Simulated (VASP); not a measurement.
Input of a VASP 6.6.1 run:

Contents of POSCAR:

```
O
1.0
    3.9614904954      0.0000000000      0.0000000000
    0.0000000000      3.9614904954      0.0000000000
    0.0000000000      0.0000000000      6.0843898275
O
8
Direct
    0.5127307959      0.3248511272      0.5487346513
    0.4872692041      0.6751488728      0.0487346513
    0.8248511272      0.9872692041      0.2987346513
    0.1751488728      0.0127307959      0.7987346513
    0.6751488728      0.4872692041      0.9512653487
    0.3248511272      0.5127307959      0.4512653487
    0.9872692041      0.8248511272      0.7012653487
    0.0127307959      0.1751488728      0.2012653487
```

Contents of INCAR.step1:

```
PREC = Accurate
ENCUT = 600
ISMEAR = 0
SIGMA = 0.1
LREAL = F
LASPH = T
NELM = 100
GGA = PE
ALGO = Normal
EDIFF = 1E-4
LWAVE = T
LCHARG = F
```

INCAR.step2

```
PREC = Accurate
ENCUT = 600
EDIFF = 1E-7
ISMEAR = 0
SIGMA = 0.1
LREAL = F
LASPH = T
NELM = 100
ALGO = Normal
ISIF = 3
LWAVE = F
LCHARG = F
METAGGA = R2SCAN
LMIXTAU = T
IBRION = 2
NSW = 90
EDIFFG = -0.04
ISTART = 1
```

File KPOINTS:

```
Automatic mesh
0
Gamma
  4 4 4
```

Potentials or basis: VASP PAW PBE potentials, release 64 (O).

Command:

```console
$ cat potpaw_PBE.64/O/POTCAR > POTCAR
$ cp INCAR.step1 INCAR
$ mpirun -np 1 vasp_std > vasp.out
$ cp INCAR.step2 INCAR
$ mpirun -np 1 vasp_std > vasp.out
```

Q: Predict the space group after relaxing (to 0.1 Å).

A: P4_12_12 (No. 92).

Q: Estimate the relaxed volume.

A: 11.98 Å³/atom.

Q: What does it give for the band gap on the k mesh?

A: 0.01 eV (least direct gap 0.08 eV).

Q: Predict the relaxed cell.

A: a = 3.968 Å, b = 3.968 Å, c = 6.090 Å, α = 90.00°, β = 90.00°, γ = 90.00°.

Final structure:
```
CELL_PARAMETERS angstrom
3.96751 0.00000 0.00000
0.00000 3.96751 0.00000
0.00000 0.00000 6.08969
ATOMIC_POSITIONS crystal
O 0.51397 0.32356 0.54936
O 0.48603 0.67644 0.04936
O 0.82356 0.98603 0.29936
O 0.17644 0.01397 0.79936
O 0.67644 0.48603 0.95064
O 0.32356 0.51397 0.45064
O 0.98603 0.82356 0.70064
O 0.01397 0.17644 0.20064
```

Caveat: the standard files for N, O and F lose accuracy on very short bonds; spin is off for a triplet molecule; the smearing spreads over this small gap; the PAW data sets were made with another functional, which shifts forces and pressure a little. A k mesh can miss the band edges.
